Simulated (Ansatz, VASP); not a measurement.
## Sn in VASP and in Ansatz

```
Sn
1.0
    -2.91585    2.91585    1.54293
     2.91585   -2.91585    1.54293
     2.91585    2.91585   -1.54293
Sn
2
Direct
  0.00000 0.00000 0.00000
  0.75000 0.25000 0.50000
```

Change from the starting cell: zz strain of -3 %.

Alike in both runs: task single point; functional LDA; k mesh 15 × 15 × 15; occupations fermi-dirac, width 0.05 eV; no spin polarisation.

```csv
,VASP,Ansatz
version,VASP 6.6.1,Ansatz 0.2.0
potentials or method,"VASP PAW LDA potentials, release 64 (Sn_d), cutoff 520 eV","all-electron LAPW, scalar-relativistic"
```

|  | VASP | Ansatz | Ansatz less VASP |
| --- | --- | --- | --- |
| pressure (GPa) | -0.1 | -0.1 | -0.02 |
| traceless stress, the component that is largest in VASP (GPa) | 0.70 | 0.69 | -0.010 |

LDA's correlation is that of Perdew and Zunger in VASP and of Perdew and Wang (1992) in Ansatz. Ansatz ran all-electron here, and VASP with PAW potentials.
